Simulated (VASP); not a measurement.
Hf, 1 atom in the cell. The structure is tetragonal, space group I4/mmm (No. 139). The conventional cell has a = 3.140 Å, b = 3.140 Å, c = 4.573 Å, α = 90.00°, β = 90.00°, γ = 90.00°. Hf (site symmetry 4/mmm) has 12 Hf at 3.14 to 3.19 Å within 4.1 Å.  This cell differs from its parent crystal: zz strain of +3 %.

| Property | Result |
| --- | --- |
| Program | VASP 6.6.1 |
| Task | single point |
| Functional | PBE |
| Potentials or basis | VASP PAW PBE potentials, release 64 (Hf_pv) |
| Cutoff | 520 eV |
| k mesh | 13 × 13 × 13 |
| Occupations | fermi-dirac, width 0.03 eV |
| Spin | no spin polarisation |
| Dipole correction | no |
| Further INCAR settings | ALGO = Normal; EDIFF = 1e-06; NBANDS = 11 |

Potentials or basis: VASP PAW PBE potentials, release 64 (Hf_pv).

Launch:

```sh
$ cat potpaw_PBE.64/Hf_pv/POTCAR > POTCAR
$ mpirun -np 1 vasp_std > vasp.out
```

Hardware: 1 thread of Intel Xeon 8259CL (shared host).

Q: Estimate the wall time of this run.

A: Run time: 42 s on 1 thread of Intel Xeon 8259CL, on a shared host, peak memory 0.18 GiB. Counts: scf iterations 11, k points 196.
